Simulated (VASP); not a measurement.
Here is a VASP 6.6.1 calculation.

The input INCAR:

```
SYSTEM = Rh
  PREC = Accurate
  ENCUT = 500
  EDIFF = 1E-6
  ISMEAR = 0
  SIGMA = 0.1
  LREAL = .FALSE.
  LASPH = .TRUE.
  NELM = 120
  ALGO = Normal
  ISIF = 2
  LWAVE = .FALSE.
  LCHARG = .FALSE.
  NBANDS = 22
  GGA_COMPAT = .FALSE.
```

KPOINTS

```
Automatic mesh
0
G
  6 6 4
  0 0 0
```

File POSCAR:

```
Rh
1.0
    2.7309790422      0.0000000000      0.0000000000
   -1.3654895211      2.3650972278      0.0000000000
    0.0000000000      0.0000000000      4.4284890000
Rh
2
Direct
    0.6666666667      0.3333333333      0.7500000000
    0.3333333333      0.6666666667      0.2500000000
```

Potentials or basis: VASP PAW LDA potentials, release 64 (Rh_pv).

Run with:

```bash
$ cat potpaw_LDA.64/Rh_pv/POTCAR > POTCAR
$ mpirun -np 1 vasp_std > vasp.out
```

Q: Estimate the pressure.

A: -18.6 GPa.

Q: What does it give for the band gap on the k mesh?

A: Zero (band 15 reaches 11.69 eV, above the bottom of band 16 at 9.38 eV).

Stress tensor (GPa, compression positive):
```
-16.80   0.00   0.00
  0.00 -16.80   0.00
  0.00   0.00 -22.31
```

Caveat: the k points lie up to 0.44 Å⁻¹ apart.
